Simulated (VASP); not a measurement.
Set up this calculation in VASP 6.6.1, as the native input.

```yaml
Task: single point
Functional: PBEsol
Potentials_or_basis: VASP PAW PBE potentials, release 64 (Hf_pv, N)
Cutoff: 520 eV
k_mesh: 15 × 15 × 15
Occupations: fermi-dirac, width 0.08 eV
Spin: no spin polarisation
Dipole_correction: no
Further_INCAR_settings: ALGO = Normal; EDIFF = 1e-06; NBANDS = 14
```

The structure of HfN (rocksalt type) lies in POSCAR:

```
HfN
1.0
    0.0000000000      2.1568648531      2.1568648531
    2.1568648531      0.0000000000      2.1568648531
    2.1568648531      2.1568648531      0.0000000000
Hf N
1 1
Direct
    0.0000000000      0.0000000000      0.0000000000
    0.5000000000      0.5000000000      0.5000000000
```

This cell differs from its parent crystal: volume scaled by 0.88.

These files were run (other wordings do the same):

INCAR

```
SYSTEM = HfN
PREC = Accurate
ENCUT = 520
EDIFF = 1E-6
ISMEAR = -1
SIGMA = 0.08
LREAL = .False.
LASPH = .True.
NELM = 100
ALGO = Normal
ISIF = 2
LWAVE = .False.
LCHARG = .False.
GGA = PS
NBANDS = 14
```

KPOINTS

```
Automatic mesh
0
Gamma
  15 15 15
  0 0 0
```

Potentials or basis: VASP PAW PBE potentials, release 64 (Hf_pv, N).

Launch:

```sh
$ cat potpaw_PBE.64/Hf_pv/POTCAR potpaw_PBE.64/N/POTCAR > POTCAR
$ mpirun -np 1 vasp_std > vasp.out
```

Results of the run:

```yaml
Pressure: 45.6 GPa
```

Caveat: the PAW data sets were made with another functional, which shifts forces and pressure a little.

Wall time 14 s on 1 thread of Intel(R) Xeon(R) Platinum 8488C (Sapphire Rapids), with other jobs on the host, peak memory 0.16 GiB.
